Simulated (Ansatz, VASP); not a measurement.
**One calculation of La, two programs**

```xyz
2
Lattice="0.0000 3.4164 3.4164 3.4164 0.0000 3.4164 3.4164 3.4164 0.0000" Properties=species:S:1:pos:R:3 pbc="T T T"
La    0.8541    0.8541    0.8541
La    5.9788    5.9788    5.9788
```

Alike in both runs: task single point; functional r2SCAN; k mesh 9 × 9 × 9; occupations fermi-dirac, width 0.1 eV; no spin polarisation.

|  | VASP | Ansatz |
| --- | --- | --- |
| version | VASP 6.6.1 | Ansatz 0.2.0 |
| potentials or method | VASP PAW PBE potentials, release 64 (La), cutoff 550 eV | plane waves (500 eV) with PAW, scalar-relativistic |
| valence electrons in the cell | 22 | 22 |

```csv
,VASP,Ansatz,Ansatz less VASP
pressure (GPa),-3.2,-3.0,+0.19
```

VASP's potentials were made for PBE, not for r2SCAN.

Neither program's run includes spin-orbit coupling.
